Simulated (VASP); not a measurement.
**Si16Ge (a cell with a defect): single point with PBEsol**

The system is Si16Ge (a cell with a defect).

```
CELL_PARAMETERS angstrom
0.00000 5.43000 5.43000
5.43000 0.00000 5.43000
5.43000 5.43000 0.00000
ATOMIC_POSITIONS crystal
Si 0.01034 0.99550 0.99596
Si 0.12657 0.12773 0.12811
Si 0.99655 0.00415 0.50038
Si 0.12633 0.12923 0.61673
Si 0.99656 0.50000 0.00452
Si 0.12633 0.61630 0.12963
Si 0.99730 0.50028 0.50066
Si 0.10792 0.63126 0.63163
Si 0.50918 0.00440 0.00469
Si 0.64716 0.11720 0.11761
Si 0.50713 0.00868 0.48148
Si 0.62560 0.13707 0.61954
Si 0.50708 0.48107 0.00905
Si 0.62559 0.61918 0.13743
Si 0.48015 0.50685 0.50724
Si 0.62527 0.62004 0.62042
Ge 0.39962 0.86629 0.86671
```

```yaml
Program: VASP 6.6.1
Task: single point
Functional: PBEsol
Potentials_or_basis: VASP PAW PBE potentials, release 64 (Si, Ge_d)
Cutoff: 520 eV
k_mesh: 2 × 2 × 2
Occupations: gaussian, width 0.02 eV
Spin: no spin polarisation
```

| Property | Result |
| --- | --- |
| Pressure | 4.6 GPa |
| Largest force | 0.100 eV/Å |
| Band gap on the k mesh | zero (band 39 reaches 6.87 eV, above the bottom of band 40 at 6.57 eV) |

Forces on the atoms (eV/Å):
```
Si   0.043 -0.052 -0.052
Si  -0.010 -0.007 -0.006
Si  -0.021  0.021  0.002
Si   0.008  0.003 -0.004
Si  -0.021  0.002  0.022
Si   0.008 -0.004  0.002
Si  -0.001  0.021  0.021
Si  -0.040  0.039  0.040
Si  -0.031 -0.011 -0.011
Si   0.047 -0.045 -0.045
Si   0.015  0.026 -0.013
Si  -0.022  0.021 -0.006
Si   0.015 -0.012  0.026
Si  -0.022 -0.006  0.021
Si  -0.036  0.040  0.041
Si   0.015  0.023  0.023
Ge   0.054 -0.060 -0.060
```

Stress tensor (GPa, compression positive):
```
4.35 0.00 0.00
0.00 4.75 0.05
0.00 0.05 4.76
```

Levels at points of the mesh, in eV from the Fermi level:
| k point | band 37 | band 38 | band 39 | band 40 | band 41 | band 42 |
| --- | --- | --- | --- | --- | --- | --- |
| (0.00, 0.00, 0.00) | -0.70 | -0.68 | -0.29 | -0.22 | -0.21 | -0.02 |
| (0.50, 0.00, 0.00) | -1.38 | -1.37 | -0.32 | 0.44 | 0.48 | 0.95 |
| (0.00, 0.50, 0.00) | -1.40 | -1.37 | -0.29 | 0.47 | 0.60 | 0.82 |
| (0.00, 0.00, 0.50) | -1.40 | -1.37 | -0.29 | 0.47 | 0.60 | 0.82 |
| (0.50, 0.50, 0.50) | -1.40 | -1.37 | -0.29 | 0.44 | 0.62 | 0.82 |
| (0.50, 0.50, 0.00) | -1.80 | -1.24 | 0.06 | 0.77 | 1.03 | 1.10 |
| (0.00, 0.50, 0.50) | -1.84 | -1.26 | 0.08 | 0.77 | 1.03 | 1.11 |
| (0.50, 0.00, 0.50) | -1.80 | -1.24 | 0.06 | 0.77 | 1.03 | 1.10 |

Wall time 2.8 min on 1 thread of Intel(R) Xeon(R) 6975P-C (Granite Rapids) (shared host), peak memory 0.48 GiB.

Caveat: the k points lie up to 0.50 Å⁻¹ apart; the PAW data sets were made with another functional, which shifts forces and pressure a little.
